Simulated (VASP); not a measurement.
A run of VASP 6.6.1:

Contents of INCAR:

```
PREC     = Accurate       # precision mode
ENCUT    = 520            # plane-wave cutoff, eV
EDIFF    = 1E-6           # SCF threshold, eV
ISMEAR   = 1              # smearing method
SIGMA    = 0.05           # smearing width, eV
LREAL    = False          # projectors in reciprocal space
LASPH    = True           # aspherical terms in the spheres
NELM     = 100            # most SCF steps
ALGO     = Normal         # electronic algorithm
ISIF     = 2              # what is computed and relaxed
LWAVE    = False          # write WAVECAR
LCHARG   = False          # write CHGCAR
GGA      = PE             # functional
NBANDS   = 18             # bands
```

Contents of KPOINTS:

```
Automatic mesh
0
Gamma
  8 8 8
```

Contents of POSCAR:

```
Au
1.0
    0.0000000000      2.8741311718      2.8741311718
    2.8741311718      0.0000000000      2.8741311718
    2.8741311718      2.8741311718      0.0000000000
Au
2
Direct
    0.0000000000      0.0000000000      0.0000000000
    0.2500000000      0.2500000000      0.2500000000
```

Potentials or basis: VASP PAW PBE potentials, release 64 (Au).

Command:

```sh
$ cat potpaw_PBE.64/Au/POTCAR > POTCAR
$ mpirun -np 1 vasp_std > vasp.out
```

Hardware: 1 thread of Intel Xeon 8259CL, on a shared host.

Question: Estimate the wall time of this run.

Answer: Run time: 31 s on 1 thread of Intel Xeon 8259CL, with other jobs on the host, peak memory 0.17 GiB. Counts: scf iterations 11, k points 29.
